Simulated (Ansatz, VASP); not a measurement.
# Ta2PbO3 in VASP and in Ansatz

File INCAR:

```
SYSTEM = Ta2PbO3
PREC = Accurate
ENCUT = 600
EDIFF = 1E-6
ISMEAR = 0
SIGMA = 0.1
LREAL = .FALSE.
LASPH = .TRUE.
NELM = 60
ALGO = Normal
ISIF = 3
LWAVE = .FALSE.
LCHARG = .FALSE.
GGA = PE
IBRION = 2
NSW = 100
EDIFFG = -0.01
```

The input KPOINTS:

```
regular mesh
0
G
  10 6 6
  0 0 0
```

File POSCAR:

```
Ta2PbO3
1.0
    2.9654780019      0.0000000000      0.0000000000
    0.0000000000      3.3783317256      4.6176753022
    0.0000000000     -3.3783317256      4.6176753022
Ta Pb O
2 1 3
Direct
    0.0000000000      0.9458287940      0.9458287940
    0.5000000000      0.5544877059      0.5544877059
    0.5000000000      0.2254489227      0.2254489227
    0.5000000000      0.7735422834      0.7735422834
    0.0000000000      0.2958253502      0.7048669239
    0.0000000000      0.7048669239      0.2958253502
```

Input for Ansatz:

```yaml
crystal:
  lattice:
    - [2.9654780019, 0.0, 0.0]
    - [0.0, 3.3783317256, 4.6176753022]
    - [0.0, -3.3783317256, 4.6176753022]
  atoms:
    - { symbol: Ta, position: [0.0, 0.945828794, 0.945828794] }
    - { symbol: Ta, position: [0.5, 0.5544877059, 0.5544877059] }
    - { symbol: Pb, position: [0.5, 0.2254489227, 0.2254489227] }
    - { symbol: O, position: [0.5, 0.7735422834, 0.7735422834] }
    - { symbol: O, position: [0.0, 0.2958253502, 0.7048669239] }
    - { symbol: O, position: [0.0, 0.7048669239, 0.2958253502] }
basis:
  ecutwfc: 420
kpoints:
  mp_grid: { grid: [10, 6, 6] }
hamiltonian:
  xc: pbe
scf:
  occupations: { method: gaussian, width: 0.1 }
output:
  forces: true
  stress: true
  eigenvalues: true
  write_density: true
  write_potential: true
  elf: true
  volumetric_format: npy
relax:
  adjacent_minimum: "off"
  f_tol: 0.01
  max_steps: 80
  cell: { stress_tol: 0.05 }
```

Change from the starting cell: species swapped into the V2O3F type (Amm2, No. 38).

Alike in both runs: task relaxation of cell and atoms; functional PBE; k mesh 10 × 6 × 6; occupations gaussian, width 0.1 eV; no spin polarisation.

|  | VASP | Ansatz |
| --- | --- | --- |
| version | VASP 6.6.1 | Ansatz 0.2.0 |
| potentials or method | VASP PAW PBE potentials, release 64 (Ta_pv, Pb_d, O), cutoff 600 eV | scalar-relativistic, plane waves, PAW |
| valence electrons in the cell | 54 | 58 |

|  | VASP | Ansatz | Ansatz less VASP |
| --- | --- | --- | --- |
| gap on the k mesh at the Fermi level, each at its own relaxed structure (eV) | none | none | - |
| relaxed volume (Å³/atom) | 15.43 | 15.41 | -0.014 |
| relaxed cell length with the largest relative difference (Å) | 2.964 | 2.962 | -0.0021 |

A gap of «none» marks a metal or a gap that the smearing closes. VASP's potentials hold 54 valence electrons a cell and Ansatz's 58, so a difference there can come from the potentials and not from the codes.

Neither program's run includes spin-orbit coupling.
